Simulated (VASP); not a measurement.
# SiSnO4: single point with PBE

Crystal: SiSnO4.

```
CELL_PARAMETERS angstrom
3.25136 -3.16286 0.00000
3.25136 3.16286 0.00000
0.00000 0.00000 2.97598
ATOMIC_POSITIONS crystal
Sn 0.50000 0.50000 0.50000
Si 0.00000 0.00000 0.00000
O 0.17660 0.17660 0.50000
O 0.82340 0.82340 0.50000
O 0.71927 0.28073 0.00000
O 0.28073 0.71927 0.00000
```

| Quantity | Value |
| --- | --- |
| Program | VASP 6.6.1 |
| Task | single point |
| Functional | PBE |
| Potentials or basis | VASP PAW PBE potentials, release 64 (Sn_d, Si, O) |
| Cutoff | 520 eV |
| k mesh | 6 × 6 × 8 |
| Occupations | fermi-dirac, width 0.02 eV |
| Spin | no spin polarisation |
| Dipole correction | no |
| Further INCAR settings | ALGO = Normal; EDIFF = 1e-07; NBANDS = 30 |

```json
{"Pressure": "0.5 GPa", "Largest force": "0.051 eV/Å", "Band gap on the k mesh": "1.82 eV, direct"}
```

Forces in eV/Å, atoms in the order of the input:
```
Sn   0.000  0.000  0.000
Si   0.000  0.000  0.000
O   -0.020  0.000  0.000
O    0.020  0.000  0.000
O    0.000 -0.051  0.000
O    0.000  0.051  0.000
```

Stress tensor (GPa, compression positive):
```
0.34 0.00 0.00
0.00 0.39 0.00
0.00 0.00 0.65
```

Levels at points of the mesh, in eV from the valence-band top:
| k point | band 17 | band 18 | band 19 | band 20 | band 21 | band 22 | band 23 | band 24 | band 25 | band 26 |
| --- | --- | --- | --- | --- | --- | --- | --- | --- | --- | --- |
| (0.00, 0.00, 0.00) | -2.12 | -1.87 | -0.88 | -0.87 | 0.00 | 1.82 | 5.76 | 6.26 | 7.52 | 10.30 |
| (0.50, 0.00, 0.00) | -2.59 | -2.42 | -1.36 | -0.73 | -0.65 | 4.32 | 5.35 | 7.40 | 7.58 | 9.37 |
| (0.50, 0.50, 0.00) | -2.35 | -2.29 | -2.25 | -1.97 | -0.73 | 4.08 | 6.02 | 7.78 | 8.35 | 9.68 |
| (0.00, 0.00, 0.50) | -2.78 | -2.76 | -1.78 | -1.74 | -1.55 | 5.66 | 7.49 | 8.39 | 10.57 | 11.33 |
| (0.50, 0.00, 0.50) | -2.50 | -2.01 | -1.55 | -1.15 | -0.79 | 5.67 | 6.89 | 8.17 | 8.66 | 11.27 |
| (0.50, 0.50, 0.50) | -2.71 | -1.73 | -1.34 | -1.01 | -0.77 | 4.34 | 5.06 | 8.78 | 10.42 | 10.50 |

Wall time 3.3 min on 1 thread of Oxide Virtual Turin-like Processor, with other jobs on the host, peak memory 0.22 GiB.

Caveat: spin-orbit coupling is left out, which moves the levels of the heavy elements. A hybrid or GW would open this gap; PBE tends to underestimate it.
